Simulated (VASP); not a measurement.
## CdS: relaxation of cell and atoms with r2SCAN

Crystal: CdS.

```xyz
4
Lattice="4.1973 0.0000 0.0000 -2.0987 3.6350 0.0000 0.0000 0.0000 6.8307" Properties=species:S:1:pos:R:3 pbc="T T T"
Cd    2.0987    1.2117    3.4171
Cd    0.0000    2.4233    0.0017
S     2.0987    1.2117    5.9888
S     0.0000    2.4233    2.5734
```

| Quantity | Value |
| --- | --- |
| Program | VASP 6.6.1 |
| Task | relaxation of cell and atoms |
| Functional | r2SCAN |
| Potentials or basis | VASP PAW PBE potentials, release 64 (Cd, S) |
| Cutoff | 600 eV |
| k mesh | 6 × 6 × 4 |
| Occupations | fermi-dirac, width 0.02 eV |
| Spin | no spin polarisation |
| Dipole correction | no |
| Further INCAR settings | ALGO = Normal; EDIFF = 1e-06; IBRION = 2; EDIFFG = -0.005; NSW = 80; ISIF = 3 |

The relaxed volume is 25.51 Å³/atom and the relaxed cell is a = 4.168 Å, b = 4.168 Å, c = 6.781 Å, α = 90.00°, β = 90.00°, γ = 120.00°. The space group after relaxing (to 0.1 Å) is P6_3mc (No. 186) and the energy gained by relaxing is 2.1 meV/atom. The ionic steps are 3, the pressure after relaxing is 0.0 GPa and the largest force after relaxing is 0.003 eV/Å. The band gap on the k mesh is 1.61 eV.

Forces on the atoms (eV/Å):
```
Cd   0.000  0.000 -0.003
Cd   0.000  0.000 -0.003
S    0.000  0.000  0.003
S    0.000  0.000  0.003
```

The path:
| step | energy change (eV) | largest force (eV/Å) | pressure (GPa) | volume (Å³) |
| --- | --- | --- | --- | --- |
| 1 | 0.0000 | 0.0032 | -1.21 | 104.22 |
| 2 | -0.0073 | 0.0031 | 0.48 | 101.28 |
| 3 | -0.0084 | 0.0032 | 0.00 | 102.05 |

Final structure:
```
Cd S
1.0
     4.16841    0.00000    0.00000
    -2.08421    3.60995    0.00000
     0.00000    0.00000    6.78145
Cd S
2 2
Direct
  0.66667 0.33333 0.50024
  0.33333 0.66667 0.00024
  0.66667 0.33333 0.87676
  0.33333 0.66667 0.37676
```

Levels at points of the mesh, in eV from the valence-band top:
```csv
k point,band 16,band 17,band 18,band 19,band 20,band 21
"(0.00, 0.00, 0.00)",-0.04,0.00,0.00,1.61,3.22,6.99
"(0.50, 0.00, 0.00)",-1.83,-1.26,-0.74,4.14,4.25,5.42
"(0.00, 0.00, 0.50)",-0.38,-0.38,-0.38,3.26,3.26,6.61
"(0.50, 0.00, 0.50)",-1.31,-1.30,-1.30,3.86,3.86,5.79
```

Run time: 4.9 min on 1 thread of AMD EPYC 9R45 96-Core Processor (Zen 5) (shared host), peak memory 0.28 GiB.

Caveat: the PAW data sets were made with another functional, which shifts forces and pressure a little.
